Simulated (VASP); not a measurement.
# GeSe (scan) (Pnma) in VASP: single point with r2SCAN

Aim: the single point of GeSe (scan) with r2SCAN.

Program: VASP 6.6.1. These are calculated values, not measurements. Logs are shortened: lines on timing, memory, paths and dates and some standing lists are left out, and cuts for length are marked.

**1. The cell of the first run**

It takes space group Pnma (No. 62, orthorhombic). Conventional cell: a = 11.256 Å, b = 3.787 Å, c = 4.664 Å, α = 90.00°, β = 90.00°, γ = 90.00°. Within 3.4 Å of Ge (site symmetry m) lie 3 Se at 2.56 Å. Se (site symmetry m) has 3 Ge at 2.56 Å within 3.4 Å.

**2. Single point, r2SCAN**

File POSCAR:

```
GeSe
1.0
   11.2560349400      0.0000000000      0.0000000000
    0.0000000000      3.7871878600      0.0000000000
    0.0000000000      0.0000000000      4.6643635200
Ge Se
4 4
Direct
    0.1290986400      0.2500000000      0.1190017300
    0.8709013600      0.7500000000      0.8809982700
    0.3709013600      0.7500000000      0.6190017300
    0.6290986400      0.2500000000      0.3809982700
    0.8492791900      0.2500000000      0.5154685600
    0.1507208100      0.7500000000      0.4845314400
    0.6507208100      0.7500000000      0.0154685600
    0.3492791900      0.2500000000      0.9845314400
```

File INCAR.step1:

```
SYSTEM = GeSe
  ALGO = Normal
  EDIFF = 1E-5
  ENCUT = 550
  GGA = PE
  GGA_COMPAT = .False.
  ISMEAR = 0
  LASPH = .True.
  LCHARG = .False.
  LREAL = .False.
  LWAVE = .True.
  NBANDS = 50
  NELM = 120
  PREC = Accurate
  SIGMA = 0.1
```

File INCAR.step2:

```
SYSTEM = GeSe
  ALGO = Normal
  EDIFF = 1E-6
  ENCUT = 550
  GGA_COMPAT = .False.
  ISIF = 2
  ISMEAR = 0
  ISTART = 1
  LASPH = .True.
  LCHARG = .False.
  LMIXTAU = .True.
  LREAL = .False.
  LWAVE = .False.
  METAGGA = R2SCAN
  NBANDS = 50
  NELM = 120
  PREC = Accurate
  SIGMA = 0.1
```

File KPOINTS:

```
k-points
0
Gamma
  2 6 4
  0 0 0
```

Potentials or basis: VASP PAW PBE potentials, release 64 (Ge_d, Se).

The run is started by

```sh
> cat potpaw_PBE.64/Ge_d/POTCAR potpaw_PBE.64/Se/POTCAR > POTCAR
> cp INCAR.step1 INCAR
> mpirun -np 1 vasp_std > vasp.out
> cp INCAR.step2 INCAR
> mpirun -np 1 vasp_std > vasp.out
```

OUTCAR:

```text
SYSTEM = GeSe
   EDIFF = 1E-6
   ENCUT = 550
   ISIF = 2
   ISMEAR = 0
   ISTART = 1
   LASPH = .True.
   LREAL = .False.
   METAGGA = R2SCAN
   NELM = 120
   PREC = Accurate

 ion  position               nearest neighbor table
   1  0.129  0.250  0.119-   8 2.56   6 2.56   6 2.56
   2  0.871  0.750  0.881-   7 2.56   5 2.56   5 2.56
   3  0.371  0.750  0.619-   6 2.56   8 2.56   8 2.56
   4  0.629  0.250  0.381-   5 2.56   7 2.56   7 2.56
   5  0.849  0.250  0.515-   4 2.56   2 2.56   2 2.56
   6  0.151  0.750  0.485-   3 2.56   1 2.56   1 2.56
   7  0.651  0.750  0.015-   2 2.56   4 2.56   4 2.56
   8  0.349  0.250  0.985-   1 2.56   3 2.56   3 2.56

  LATTYP: Found a simple orthorhombic cell.
 ALAT       =     3.7871878600
 B/A-ratio  =     1.2316166223
 C/A-ratio  =     2.9721353564

  Lattice vectors:

 A1 = (   0.0000000000,   3.7871878600,   0.0000000000)
 A2 = (   0.0000000000,   0.0000000000,   4.6643635200)
 A3 = (  11.2560349400,   0.0000000000,   0.0000000000)

Analysis of symmetry for initial positions (statically):
=====================================================================
 Subroutine PRICEL returns:
 Original cell was already a primitive cell.

 Routine SETGRP: Setting up the symmetry group for a
 simple orthorhombic supercell.

 Subroutine GETGRP returns: Found  8 space group operations
 (whereof  2 operations were pure point group operations)
 out of a pool of  8 trial point group operations.

The static configuration has the point symmetry S_2 .
 The point group associated with its full space group is D_2h.

Analysis of symmetry for dynamics (positions and initial velocities):
=====================================================================
 Subroutine PRICEL returns:
 Original cell was already a primitive cell.

 Routine SETGRP: Setting up the symmetry group for a
 simple orthorhombic supercell.

 Subroutine GETGRP returns: Found  8 space group operations
 (whereof  2 operations were pure point group operations)
 out of a pool of  8 trial point group operations.

The dynamic configuration has the point symmetry S_2 .
 The point group associated with its full space group is D_2h.

 Subroutine INISYM returns: Found  8 space group operations
 (whereof  2 operations are pure point group operations),
 and found     1 'primitive' translations

----------------------------------------------------------------------------------------

                                     Primitive cell

  volume of cell :     198.8358

  direct lattice vectors                    reciprocal lattice vectors
    11.256034940  0.000000000  0.000000000     0.088841231  0.000000000  0.000000000
     0.000000000  3.787187860  0.000000000     0.000000000  0.264048164  0.000000000
     0.000000000  0.000000000  4.664363520     0.000000000  0.000000000  0.214391523

  length of vectors
    11.256034940  3.787187860  4.664363520     0.088841231  0.264048164  0.214391523

  position of ions in fractional coordinates (direct lattice)
     0.129098640  0.250000000  0.119001730
     0.870901360  0.750000000  0.880998270
     0.370901360  0.750000000  0.619001730
     0.629098640  0.250000000  0.380998270
     0.849279190  0.250000000  0.515468560
     0.150720810  0.750000000  0.484531440
     0.650720810  0.750000000  0.015468560
     0.349279190  0.250000000  0.984531440

  ion indices of the primitive-cell ions
   primitive index   ion index
                 1           1
                 2           2
                 3           3
                 4           4
                 5           5
                 6           6
                 7           7
                 8           8

----------------------------------------------------------------------------------------

 KPOINTS: k-points

Automatic generation of k-mesh.
 Grid dimensions read from file:
 generate k-points for:    2    6    4

 Generating k-lattice:

  Cartesian coordinates                     Fractional coordinates (reciprocal lattice)
     0.044420615  0.000000000  0.000000000     0.500000000  0.000000000  0.000000000
     0.000000000  0.044008027  0.000000000     0.000000000  0.166666667  0.000000000
     0.000000000  0.000000000  0.053597881     0.000000000  0.000000000  0.250000000

  Length of vectors
     0.044420615  0.044008027  0.053597881

  Shift w.r.t. Gamma in fractional coordinates (k-lattice)
     0.000000000  0.000000000  0.000000000

 Subroutine IBZKPT returns following result:
 ===========================================

 Found     24 irreducible k-points:

 Following reciprocal coordinates:
            Coordinates               Weight
  0.000000  0.000000  0.000000      1.000000
  0.500000  0.000000  0.000000      1.000000
  0.000000  0.166667  0.000000      2.000000
  0.500000  0.166667  0.000000      2.000000
  0.000000  0.333333  0.000000      2.000000
  0.500000  0.333333  0.000000      2.000000
[... 16 lines left out ...]
  0.000000  0.500000  0.500000      1.000000
  0.500000  0.500000  0.500000      1.000000
   k-points           NKPTS =     24   k-points in BZ     NKDIM =     24   number of bands    NBANDS=     50
   number of dos      NEDOS =    301   number of ions     NIONS =      8
   total plane-waves  NPLWV =  97200
   dimension x,y,z NGX =    90 NGY =   30 NGZ =   36
   dimension x,y,z NGXF=   180 NGYF=   60 NGZF=   72
   ions per type =               4   4
   NGX,Y,Z   is equivalent  to a cutoff of  13.29, 13.17, 12.83 a.u.
   NGXF,Y,Z  is equivalent  to a cutoff of  26.59, 26.34, 25.66 a.u.
 SYSTEM =  GeSe
   PREC   = accura    normal or accurate (medium, high low for compatibility)
   ISTART =      1    job   : 0-new  1-cont  2-samecut
   ICHARG =      0    charge: 1-file 2-atom 10-const
   ISPIN  =      1    spin polarized calculation?
   LNONCOLLINEAR =      F non collinear calculations
   LSORBIT =      F    spin-orbit coupling
   LASPH  =      T    aspherical Exc in radial PAW
   ENCUT  =  550.0 eV  40.42 Ry    6.36 a.u.  21.52  7.24  8.92*2*pi/ulx,y,z
   NELM   =    120;   NELMIN=  2; NELMDL=  0     # of ELM steps
   EDIFF  = 0.1E-05   stopping-criterion for ELM
   LREAL  =      F    real-space projection
[... 7 lines left out ...]
   TEBEG  =    0.0;   TEEND  =   0.0 temperature during run
   PSTRESS=    0.0 pullay stress
   NELECT =      80.0000    total number of electrons
   NUPDOWN=      -1.0000    fix difference up-down
   EMIN   =  10.00;   EMAX   =-10.00  energy-range for DOS
   EFERMI =   0.00;   METHOD = LEGACY
   ISMEAR =     0;   SIGMA  =   0.10  broadening in eV -4-tet -1-fermi 0-gaus
   EFERMI_NEDOS =   21; number of points for ismear=-14 and -15
   IALGO  =     38    algorithm
   IMIX   =      4    mixing-type and parameters
     AMIX     =   0.40;   BMIX     =  1.00
     AMIX_MAG =   1.60;   BMIX_MAG =  1.00
  volume/ion in A,a.u.               =      24.85       167.73
  Fermi-wavevector in a.u.,A,eV,Ry     =   1.208574  2.283874 19.873367  1.460651
  Thomas-Fermi vector in A             =   2.344178
   LORBIT       =      0    0 simple, 1 ext, 2 COOP (PROOUT), +10 PAW based schemes
   METAGGA = R2SCAN    functional components
   LHFCALC =     F    Hartree Fock is set to
   AEXX    =    0.0000 exact exchange contribution
   IVDW    =     0    specifies the selected vdW correction
   LEPSILON=     F    determine dielectric tensor
   LRPA    =     F    only Hartree local field effects (RPA)
 non-spin polarized calculation
 Gauss-broadening in eV      SIGMA  =   0.10
  energy-cutoff  :      550.00
  volume of cell :      198.84
 maximum number of plane-waves:      5852
 NGX is ok and might be reduce to    90
   NGX = 43   NGY = 15   NGZ = 17

 number of electron      79.9999950 magnetization

 Free energy of the ion-electron system (eV)
  ---------------------------------------------------
  ext. energy  EPLUGINS =         0.00000000
  ---------------------------------------------------
  free energy    TOTEN  =      -114.34030033 eV

  energy without entropy =     -114.34030033  energy(sigma->0) =     -114.34030033

 E-fermi :   3.8812     XC(G=0): -10.0878

 val. band max:        3.4652965253   @ k =   0.0000   0.0000   0.0000
 cond. band min:       4.5532240275   @ k =   0.0000   0.0000   0.0000
 fundamental gap:      1.0879275022
 Fermi energy:         3.8811808988

 k-point     1 :       0.0000    0.0000    0.0000
  band No.  band energies     occupation
      1     -21.7713      2.00000
      2     -21.7696      2.00000
      3     -21.7659      2.00000
      4     -21.7653      2.00000
      5     -21.7650      2.00000
      6     -21.7639      2.00000
[... 42 lines left out ...]
     49       8.8234      0.00000
     50       9.2529      0.00000

 k-point     2 :       0.5000    0.0000    0.0000
  band No.  band energies     occupation
      1     -21.7705      2.00000
      2     -21.7705      2.00000
      3     -21.7656      2.00000
      4     -21.7656      2.00000
      5     -21.7644      2.00000
      6     -21.7644      2.00000
[... 42 lines left out ...]
     49       8.9252      0.00000
     50       8.9252      0.00000

 k-point     3 :       0.0000    0.1667    0.0000
  band No.  band energies     occupation
      1     -21.7699      2.00000
      2     -21.7692      2.00000
      3     -21.7674      2.00000
      4     -21.7669      2.00000
      5     -21.7638      2.00000
      6     -21.7636      2.00000
[... 42 lines left out ...]
     49       7.8371      0.00000
     50       8.7706      0.00000

 k-point     4 :       0.5000    0.1667    0.0000
  band No.  band energies     occupation
      1     -21.7695      2.00000
      2     -21.7695      2.00000
      3     -21.7672      2.00000
      4     -21.7672      2.00000
      5     -21.7638      2.00000
      6     -21.7638      2.00000
[... 999 lines left out ...]
 k-point    23 :       0.0000    0.5000    0.5000
  band No.  band energies     occupation
      1     -21.7730      2.00000
      2     -21.7730      2.00000
      3     -21.7725      2.00000
      4     -21.7725      2.00000
      5     -21.7580      2.00000
      6     -21.7580      2.00000
[... 42 lines left out ...]
     49       9.0237      0.00000
     50       9.0237      0.00000

 k-point    24 :       0.5000    0.5000    0.5000
  band No.  band energies     occupation
      1     -21.7727      2.00000
      2     -21.7727      2.00000
      3     -21.7727      2.00000
      4     -21.7727      2.00000
      5     -21.7579      2.00000
      6     -21.7579      2.00000
[... 42 lines left out ...]
     49      10.1174      0.00000
     50      10.1174      0.00000

------------------------ aborting loop because EDIFF is reached ----------------------------------------

  FORCE on cell =-STRESS in cart. coord.  units (eV):
  Direction    XX          YY          ZZ          XY          YZ          ZX
  --------------------------------------------------------------------------------------
  -------------------------------------------------------------------------------------
  Total        0.0434585      0.1845498     -0.0014538      0.0000000      0.0000000      0.0000000
  in kB        0.3501797      1.4870633     -0.0117145      0.0000000      0.0000000      0.0000000
  external PRESSURE =       0.6085095 kB  Pullay stress =       0.0000000 kB

 VOLUME and BASIS-vectors are now :
 -----------------------------------------------------------------------------
  energy-cutoff  :      550.00
  volume of cell :      198.84
      direct lattice vectors                 reciprocal lattice vectors
    11.256034940  0.000000000  0.000000000     0.088841231  0.000000000  0.000000000
     0.000000000  3.787187860  0.000000000     0.000000000  0.264048164  0.000000000
     0.000000000  0.000000000  4.664363520     0.000000000  0.000000000  0.214391523

 POSITION                                       TOTAL-FORCE (eV/Angst)
 -----------------------------------------------------------------------------------
      1.45314      0.94680      0.55507        -0.010191     -0.000000     -0.000691
      9.80290      2.84039      4.10930         0.010191      0.000000      0.000691
      4.17488      2.84039      2.88725         0.010191      0.000000     -0.000691
      7.08116      0.94680      1.77711        -0.010191      0.000000      0.000691
      9.55952      0.94680      2.40433         0.013267      0.000000      0.000673
      1.69652      2.84039      2.26003        -0.013267      0.000000     -0.000673
      7.32454      2.84039      0.07215        -0.013267     -0.000000      0.000673
      3.93150      0.94680      4.59221         0.013267      0.000000     -0.000673
 -----------------------------------------------------------------------------------
    total drift:                                0.000000      0.000000      0.000000

  FREE ENERGIE OF THE ION-ELECTRON SYSTEM (eV)
  ---------------------------------------------------
  free  energy   TOTEN  =      -114.3403003344 eV

  energy  without entropy=     -114.3403003343  energy(sigma->0) =     -114.34030033
```

Wall time 7.1 min (1 thread of Intel Xeon 6975P-C (Granite Rapids), shared host); peak memory 0.45 GiB.

What came out:

```
Free energy            : -114.3403 eV
Pressure               : 0.1 GPa
Largest force          : 0.013 eV/Å
Band gap on the k mesh : 1.09 eV, direct
```

Forces in eV/Å, atoms in the order of the input:
```
Ge  -0.010  0.000 -0.001
Ge   0.010  0.000  0.001
Ge   0.010  0.000 -0.001
Ge  -0.010  0.000  0.001
Se   0.013  0.000  0.001
Se  -0.013  0.000 -0.001
Se  -0.013  0.000  0.001
Se   0.013  0.000 -0.001
```

Stress tensor (GPa, compression positive):
```
0.04 0.00 0.00
0.00 0.15 0.00
0.00 0.00 0.00
```

Levels at points of the mesh, in eV from the valence-band top:
| k point | band 38 | band 39 | band 40 | band 41 | band 42 | band 43 |
| --- | --- | --- | --- | --- | --- | --- |
| (0.00, 0.00, 0.00) | -1.02 | -0.90 | 0.00 | 1.09 | 2.56 | 2.81 |
| (0.50, 0.00, 0.00) | -1.70 | -0.44 | -0.44 | 2.27 | 2.27 | 2.66 |
| (0.00, 0.50, 0.00) | -1.71 | -1.36 | -1.36 | 1.31 | 1.31 | 1.65 |
| (0.50, 0.50, 0.00) | -1.69 | -1.69 | -1.69 | 1.71 | 1.71 | 1.71 |
| (0.00, 0.00, 0.50) | -1.01 | -0.46 | -0.46 | 1.69 | 1.69 | 2.32 |
| (0.50, 0.00, 0.50) | -0.82 | -0.49 | -0.49 | 1.72 | 1.72 | 2.18 |
| (0.00, 0.50, 0.50) | -1.91 | -1.45 | -1.45 | 3.11 | 3.11 | 3.23 |
| (0.50, 0.50, 0.50) | -1.47 | -1.47 | -1.47 | 2.88 | 2.88 | 2.88 |

Caveat: the PAW data sets were made with another functional, which shifts forces and pressure a little. A k mesh can miss the band edges.
